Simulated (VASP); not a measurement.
Pt:

```
Pt
1.0
     0.00000    1.96090    1.96090
     1.96090    0.00000    1.96090
     1.96090    1.96090    0.00000
Pt
1
Cartesian
  0.0000 0.0000 0.0000
```

Base run:

- Program: VASP 6.6.1
- Functional: revPBE
- Potentials or basis: VASP PAW PBE potentials, release 64 (Pt)
- Cutoff: 520 eV
- k mesh: 15 × 15 × 15
- Occupations: methfessel-paxton, width 0.05 eV
- Spin: no spin polarisation

Its results: band gap on the k mesh zero (band 5 reaches 11.77 eV, above the bottom of band 6 at 9.59 eV); pressure 12.5 GPa.

The run is repeated on the same cell with these changes: functional from revPBE to PBEsol. What comes out?

Band gap on the k mesh zero (band 5 reaches 11.55 eV, above the bottom of band 6 at 9.37 eV); pressure -1.2 GPa.

PBEsol binds more tightly than revPBE, so the same cell stands under less pressure.

Caveats: the PAW data sets were made with another functional, which shifts forces and pressure a little; spin-orbit coupling is left out, which moves the levels of the heavy elements.
